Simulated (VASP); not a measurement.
# H5C6 in VASP: further runs

H5C6 is run at these levels: PBE; tasks: single point.

Everything below comes from runs of VASP 6.6.1. Logs are shortened: lines on timing, memory, paths and dates and some standing lists are left out, and cuts for length are marked.

**1. The cell of the first run**

The cell holds a wire or tube with vacuum around it, 22 atoms: a = 14.600 Å, b = 16.800 Å, c = 2.525 Å, α = 90.00°, β = 90.00°, γ = 90.00°.

**2. Single point, PBE**

INCAR reads:

```
SYSTEM = H5C6
PREC     = Accurate       ! precision mode
ENCUT    = 520            ! plane-wave cutoff, eV
EDIFF    = 1E-6           ! SCF threshold, eV
ISMEAR   = 0              ! smearing method
SIGMA    = 0.05           ! smearing width, eV
LREAL    = Auto         
LASPH    = .TRUE.         ! aspherical terms in the spheres
NELM     = 80             ! most SCF steps
ALGO     = Normal         ! electronic algorithm
ISIF     = 2              ! what is computed and relaxed
LWAVE    = .FALSE.        ! write WAVECAR
LCHARG   = .TRUE.         ! write CHGCAR
GGA      = PE             ! functional
LELF     = .TRUE.         ! ELF
LVHAR    = .TRUE.       
NBANDS   = 46             ! bands
```

KPOINTS reads:

```
regular mesh
0
G
  1 1 13
  0 0 0
```

POSCAR reads:

```
H5C6
1.0
   14.6000000000      0.0000000000      0.0000000000
    0.0000000000     16.8000000000      0.0000000000
    0.0000000000      0.0000000000      2.5254132896
C H
12 10
Direct
    0.5432433782      0.6860142565      0.0000000000
    0.5432433782      0.4734265348      0.0000000000
    0.6297301347      0.5265734652      0.0000000000
    0.4567566218      0.5797203956      0.5000000000
    0.4567566218      0.3671326739      0.5000000000
    0.5432433782      0.6328673261      0.5000000000
    0.5432433782      0.4202796044      0.5000000000
    0.6297301347      0.5797203956      0.5000000000
    0.3702698653      0.4202796044      0.5000000000
    0.3702698653      0.4734265348      1.0000000000
    0.4567566218      0.5265734652      1.0000000000
    0.4567566218      0.3139857435      1.0000000000
    0.6042009997      0.7234732918      0.0000000000
    0.4822857568      0.7234732918      1.0000000000
    0.6906877562      0.4891144299      0.0000000000
    0.3957990003      0.6171794310      0.5000000000
    0.6042009997      0.3828205690      0.5000000000
    0.6906877562      0.6171794310      0.5000000000
    0.3093122438      0.3828205690      0.5000000000
    0.3093122438      0.5108855701      1.0000000000
    0.5177142432      0.2765267082      1.0000000000
    0.3957990003      0.2765267082      1.0000000000
```

Potentials or basis: VASP PAW PBE potentials, release 64 (C, H).

Launch:

```
> cat potpaw_PBE.64/C/POTCAR potpaw_PBE.64/H/POTCAR > POTCAR
> mpirun -np 1 vasp_std > vasp.out
```

OUTCAR:

```text
SYSTEM = H5C6
   PREC = Accurate
   ENCUT = 520
   EDIFF = 1E-6
   ISMEAR = 0
   LREAL = Auto
   LASPH = .TRUE.
   NELM = 80
   ISIF = 2
   GGA = PE

 ion  position               nearest neighbor table
   1  0.543  0.686  0.000-  14 1.09  13 1.09   6 1.55   6 1.55
   2  0.543  0.473  0.000-  11 1.55   7 1.55   7 1.55   3 1.55
   3  0.630  0.527  0.000-  15 1.09   8 1.55   8 1.55   2 1.55
   4  0.457  0.580  0.500-  16 1.09   6 1.55  11 1.55  11 1.55
   5  0.457  0.367  0.500-   7 1.55  12 1.55  12 1.55   9 1.55
   6  0.543  0.633  0.500-   4 1.55   1 1.55   1 1.55   8 1.55
   7  0.543  0.420  0.500-  17 1.09   5 1.55   2 1.55   2 1.55
   8  0.630  0.580  0.500-  18 1.09   3 1.55   3 1.55   6 1.55
   9  0.370  0.420  0.500-  19 1.09  10 1.55  10 1.55   5 1.55
  10  0.370  0.473  0.000-  20 1.09   9 1.55   9 1.55  11 1.55
  11  0.457  0.527  0.000-   2 1.55   4 1.55   4 1.55  10 1.55
  12  0.457  0.314  0.000-  21 1.09  22 1.09   5 1.55   5 1.55
  13  0.604  0.723  0.000-   1 1.09
  14  0.482  0.723  0.000-   1 1.09
  15  0.691  0.489  0.000-   3 1.09
  16  0.396  0.617  0.500-   4 1.09
  17  0.604  0.383  0.500-   7 1.09
  18  0.691  0.617  0.500-   8 1.09
  19  0.309  0.383  0.500-   9 1.09
  20  0.309  0.511  0.000-  10 1.09
  21  0.518  0.277  0.000-  12 1.09
  22  0.396  0.277  0.000-  12 1.09

  LATTYP: Found a simple orthorhombic cell.
 ALAT       =     2.5254132896
 B/A-ratio  =     5.7812319513
 C/A-ratio  =     6.6523764919

  Lattice vectors:

 A1 = (   0.0000000000,   0.0000000000,   2.5254132896)
 A2 = (  14.6000000000,   0.0000000000,   0.0000000000)
 A3 = (   0.0000000000,  16.8000000000,   0.0000000000)

Analysis of symmetry for initial positions (statically):
=====================================================================
 Subroutine PRICEL returns:
 Original cell was already a primitive cell.

 Routine SETGRP: Setting up the symmetry group for a
 simple orthorhombic supercell.

 Subroutine GETGRP returns: Found  4 space group operations
 (whereof  4 operations were pure point group operations)
 out of a pool of  8 trial point group operations.

The static configuration has the point symmetry C_2h.

Analysis of symmetry for dynamics (positions and initial velocities):
=====================================================================
 Subroutine PRICEL returns:
 Original cell was already a primitive cell.

 Routine SETGRP: Setting up the symmetry group for a
 simple orthorhombic supercell.

 Subroutine GETGRP returns: Found  4 space group operations
 (whereof  4 operations were pure point group operations)
 out of a pool of  8 trial point group operations.

The dynamic configuration has the point symmetry C_2h.

 Subroutine INISYM returns: Found  4 space group operations
 (whereof  4 operations are pure point group operations),
 and found     1 'primitive' translations

----------------------------------------------------------------------------------------

                                     Primitive cell

  volume of cell :     619.4334

  direct lattice vectors                    reciprocal lattice vectors
    14.600000000  0.000000000  0.000000000     0.068493151  0.000000000  0.000000000
     0.000000000 16.800000000  0.000000000     0.000000000  0.059523810  0.000000000
     0.000000000  0.000000000  2.525413290     0.000000000  0.000000000  0.395974791

  length of vectors
    14.600000000 16.800000000  2.525413290     0.068493151  0.059523810  0.395974791

  position of ions in fractional coordinates (direct lattice)
     0.543243378  0.686014257  0.000000000
     0.543243378  0.473426535  0.000000000
     0.629730135  0.526573465  0.000000000
     0.456756622  0.579720396  0.500000000
     0.456756622  0.367132674  0.500000000
     0.543243378  0.632867326  0.500000000
[... 14 lines left out ...]
     0.517714243  0.276526708  0.000000000
     0.395799000  0.276526708  0.000000000

  ion indices of the primitive-cell ions
   primitive index   ion index
                 1           1
                 2           2
                 3           3
                 4           4
                 5           5
                 6           6
[... 14 lines left out ...]
                21          21
                22          22

----------------------------------------------------------------------------------------

 KPOINTS: regular mesh

Automatic generation of k-mesh.
 Grid dimensions read from file:
 generate k-points for:    1    1   13

 Generating k-lattice:

  Cartesian coordinates                     Fractional coordinates (reciprocal lattice)
     0.068493151  0.000000000  0.000000000     1.000000000  0.000000000  0.000000000
     0.000000000  0.059523810  0.000000000     0.000000000  1.000000000  0.000000000
     0.000000000  0.000000000  0.030459599     0.000000000  0.000000000  0.076923077

  Length of vectors
     0.068493151  0.059523810  0.030459599

  Shift w.r.t. Gamma in fractional coordinates (k-lattice)
     0.000000000  0.000000000  0.000000000

 Subroutine IBZKPT returns following result:
 ===========================================

 Found      7 irreducible k-points:

 Following reciprocal coordinates:
            Coordinates               Weight
  0.000000  0.000000  0.000000      1.000000
  0.000000  0.000000  0.076923      2.000000
  0.000000  0.000000  0.153846      2.000000
  0.000000  0.000000  0.230769      2.000000
  0.000000  0.000000  0.307692      2.000000
  0.000000  0.000000  0.384615      2.000000
  0.000000  0.000000  0.461538      2.000000
   k-points           NKPTS =      7   k-points in BZ     NKDIM =      7   number of bands    NBANDS=     46
   number of dos      NEDOS =    301   number of ions     NIONS =     22
   total plane-waves  NPLWV = 282240
   dimension x,y,z NGX =   112 NGY =  126 NGZ =   20
   dimension x,y,z NGXF=   224 NGYF=  252 NGZF=   40
   ions per type =              12  10
   NGX,Y,Z   is equivalent  to a cutoff of  12.75, 12.47, 13.17 a.u.
   NGXF,Y,Z  is equivalent  to a cutoff of  25.51, 24.94, 26.33 a.u.
 SYSTEM =  H5C6
   PREC   = accura    normal or accurate (medium, high low for compatibility)
   ISTART =      0    job   : 0-new  1-cont  2-samecut
   ICHARG =      2    charge: 1-file 2-atom 10-const
   ISPIN  =      1    spin polarized calculation?
   LNONCOLLINEAR =      F non collinear calculations
   LSORBIT =      F    spin-orbit coupling
   LASPH  =      T    aspherical Exc in radial PAW
   ENCUT  =  520.0 eV  38.22 Ry    6.18 a.u.  27.15 31.24  4.70*2*pi/ulx,y,z
   NELM   =     80;   NELMIN=  2; NELMDL= -5     # of ELM steps
   EDIFF  = 0.1E-05   stopping-criterion for ELM
   LREAL  =      T    real-space projection
   EDIFFG = 0.1E-04   stopping-criterion for IOM
   NSW    =      0    number of steps for IOM
   IBRION =     -1    ionic relax: 0-MD 1-quasi-New 2-CG
   NFREE  =      0    steps in history (QN), initial steepest desc. (CG)
   ISIF   =      2    stress and relaxation
   ISYM   =      2    0-nonsym 1-usesym 2-fastsym
   POTIM  = 0.5000    time-step for ionic-motion
   TEBEG  =    0.0;   TEEND  =   0.0 temperature during run
   PSTRESS=    0.0 pullay stress
   NELECT =      58.0000    total number of electrons
   NUPDOWN=      -1.0000    fix difference up-down
   EMIN   =  10.00;   EMAX   =-10.00  energy-range for DOS
   EFERMI =   0.00;   METHOD = LEGACY
   ISMEAR =     0;   SIGMA  =   0.05  broadening in eV -4-tet -1-fermi 0-gaus
   EFERMI_NEDOS =   21; number of points for ismear=-14 and -15
   IALGO  =     38    algorithm
   IMIX   =      4    mixing-type and parameters
     AMIX     =   0.40;   BMIX     =  1.00
     AMIX_MAG =   1.60;   BMIX_MAG =  1.00
  volume/ion in A,a.u.               =      28.16       190.01
  Fermi-wavevector in a.u.,A,eV,Ry     =   0.743394  1.404812  7.519059  0.552635
  Thomas-Fermi vector in A             =   1.838500
   LORBIT       =      0    0 simple, 1 ext, 2 COOP (PROOUT), +10 PAW based schemes
   GGA     = PE    functional components
   LHFCALC =     F    Hartree Fock is set to
   AEXX    =    0.0000 exact exchange contribution
   IVDW    =     0    specifies the selected vdW correction
   LEPSILON=     F    determine dielectric tensor
   LRPA    =     F    only Hartree local field effects (RPA)
 non-spin polarized calculation
 Gauss-broadening in eV      SIGMA  =   0.05
  energy-cutoff  :      520.00
  volume of cell :      619.43
 maximum number of plane-waves:     16759
 NGX is ok and might be reduce to   112
   NGX = 55   NGY = 63   NGZ =  9

 number of electron      58.0000010 magnetization

 Free energy of the ion-electron system (eV)
  ---------------------------------------------------
  ext. energy  EPLUGINS =         0.00000000
  ---------------------------------------------------
  free energy    TOTEN  =      -146.15219509 eV

  energy without entropy =     -146.15219509  energy(sigma->0) =     -146.15219509

 E-fermi :  -2.4189     XC(G=0):  -2.8717

 val. band max:       -2.6894949537   @ k =   0.0000   0.0000   0.0000
 cond. band min:       0.8607869013   @ k =   0.0000   0.0000   0.0000
 fundamental gap:      3.5502818550
 Fermi energy:        -2.4188960385

 k-point     1 :       0.0000    0.0000    0.0000
  band No.  band energies     occupation
      1     -21.4840      2.00000
      2     -20.1161      2.00000
      3     -18.8936      2.00000
      4     -18.3188      2.00000
      5     -17.4369      2.00000
      6     -16.2278      2.00000
[... 33 lines left out ...]
     40       2.8567      0.00000
     41       3.0554      0.00000

 k-point     2 :       0.0000    0.0000    0.0769
  band No.  band energies     occupation
      1     -21.3768      2.00000
      2     -20.0111      2.00000
      3     -18.7909      2.00000
      4     -18.2183      2.00000
      5     -17.3365      2.00000
      6     -16.1309      2.00000
[... 209 lines left out ...]
     40       5.3288      0.00000
     41       5.3448      0.00000

 k-point     7 :       0.0000    0.0000    0.4615
  band No.  band energies     occupation
      1     -17.7669      2.00000
      2     -16.6413      2.00000
      3     -16.5891      2.00000
      4     -15.5063      2.00000
      5     -14.8060      2.00000
      6     -14.6683      2.00000
[... 33 lines left out ...]
     40       5.8668      0.00000
     41       5.9342      0.00000
 [bands above 41 left out]

------------------------ aborting loop because EDIFF is reached ----------------------------------------

  FORCE on cell =-STRESS in cart. coord.  units (eV):
  Direction    XX          YY          ZZ          XY          YZ          ZX
  --------------------------------------------------------------------------------------
  -------------------------------------------------------------------------------------
  Total        1.3057961      0.0310662      1.6808250      0.0795539      0.0000000      0.0000000
  in kB        3.3774688      0.0803534      4.3474890      0.2057679      0.0000000      0.0000000
  external PRESSURE =       2.6017704 kB  Pullay stress =       0.0000000 kB

 VOLUME and BASIS-vectors are now :
 -----------------------------------------------------------------------------
  energy-cutoff  :      520.00
  volume of cell :      619.43
      direct lattice vectors                 reciprocal lattice vectors
    14.600000000  0.000000000  0.000000000     0.068493151  0.000000000  0.000000000
     0.000000000 16.800000000  0.000000000     0.000000000  0.059523810  0.000000000
     0.000000000  0.000000000  2.525413290     0.000000000  0.000000000  0.395974791

 POSITION                                       TOTAL-FORCE (eV/Angst)
 -----------------------------------------------------------------------------------
      7.93135     11.52504      0.00000         0.012347     -1.320547     -0.000000
      7.93135      7.95357      0.00000         0.639428     -0.419111      0.000000
      9.19406      8.84643      0.00000        -0.576832      1.046040      0.000000
      6.66865      9.73930      1.26271         1.086993     -0.756255     -0.000000
      6.66865      6.16783      1.26271         0.004496     -0.957805      0.000000
      7.93135     10.63217      1.26271        -0.004496      0.957805      0.000000
[... 14 lines left out ...]
      7.55863      4.64565      0.00000         0.274147     -0.351095      0.000000
      5.77867      4.64565      0.00000        -0.275386     -0.352619      0.000000
 -----------------------------------------------------------------------------------
    total drift:                               -0.000000      0.000000      0.000000

  FREE ENERGIE OF THE ION-ELECTRON SYSTEM (eV)
  ---------------------------------------------------
  free  energy   TOTEN  =      -146.1521950857 eV

  energy  without entropy=     -146.1521950857  energy(sigma->0) =     -146.15219509
```

It took 5 min on 1 thread of Intel Xeon Platinum 8488C (Sapphire Rapids), shared host; peak memory 0.61 GiB.

Results:

```
Free energy            : -146.1522 eV
Largest force          : 1.324 eV/Å
Band gap on the k mesh : 3.55 eV
```

Forces on the atoms (eV/Å):
```
C    0.012 -1.321  0.000
C    0.639 -0.419  0.000
C   -0.577  1.046  0.000
C    1.087 -0.756  0.000
C    0.004 -0.958  0.000
C   -0.004  0.958  0.000
C   -1.087  0.756  0.000
C   -0.559 -1.028  0.000
C    0.559  1.028  0.000
C    0.577 -1.046  0.000
C   -0.639  0.419  0.000
C   -0.012  1.321  0.000
H    0.275  0.353  0.000
H   -0.274  0.351  0.000
H    0.371 -0.308  0.000
H   -0.416  0.287  0.000
H    0.416 -0.287  0.000
H    0.374  0.310  0.000
H   -0.374 -0.310  0.000
H   -0.371  0.308  0.000
H    0.274 -0.351  0.000
H   -0.275 -0.353  0.000
```

Levels at points of the mesh, in eV from the valence-band top:
```
           k point  band 25  band 26  band 27  band 28  band 29  band 30  band 31  band 32  band 33  band 34
(0.00, 0.00, 0.00)    -1.87    -1.54    -1.05    -0.96     0.00     3.55     3.63     3.81     3.98     4.34
```

(Part 1 of 2 ends here.)
